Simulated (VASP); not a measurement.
Write the native input for VASP 6.6.1 that does the following.

| Item | Value |
| --- | --- |
| Task | single point |
| Functional | PBEsol |
| Potentials or basis | VASP PAW PBE potentials, release 64 (V_sv, H) |
| Cutoff | 520 eV |
| k mesh | 11 × 11 × 1 |
| Occupations | gaussian, width 0.1 eV |
| Spin | no spin polarisation |
| Dipole correction | yes |
| Further INCAR settings | ALGO = Normal; EDIFF = 1e-07; NBANDS = 34 |

The structure of V4H lies in POSCAR:

```
V4H
1.0
    2.6652496213      0.0000000000      0.0000000000
    0.0000000000      2.6652496213      0.0000000000
    0.0000000000      0.0000000000     24.6538482424
V H
4 1
Direct
    0.5000000000      0.5000000000      0.3447737617
    0.0000000000      0.0000000000      0.4212168413
    0.5000000000      0.5000000000      0.4982255694
    0.0000000000      0.0000000000      0.5746775957
    0.0000000000      0.0000000000      0.6420749378
```

The input as run:

INCAR

```
  PREC = Accurate
  ENCUT = 520
  EDIFF = 1E-7
  ISMEAR = 0
  SIGMA = 0.1
  LREAL = False
  LASPH = True
  NELM = 60
  ALGO = Normal
  ISIF = 2
  LWAVE = False
  LCHARG = False
  LDIPOL = True
  IDIPOL = 3
  DIPOL = 0.5 0.5 0.496
  GGA = PS
  NBANDS = 34
```

KPOINTS

```
Automatic mesh
0
Gamma
  11 11 1
```

Potentials or basis: VASP PAW PBE potentials, release 64 (V_sv, H).

Launch:

```console
$ cat potpaw_PBE.64/V_sv/POTCAR potpaw_PBE.64/H/POTCAR > POTCAR
$ mpirun -np 1 vasp_std > vasp.out
```

Results of the run:

```
Largest force : 0.444 eV/Å
```

Caveat: the PAW data sets were made with another functional, which shifts forces and pressure a little.

It took 5.3 min on 1 thread of AMD EPYC 7R43 64-Core Processor (Zen 3) (shared host), peak memory 0.26 GiB.
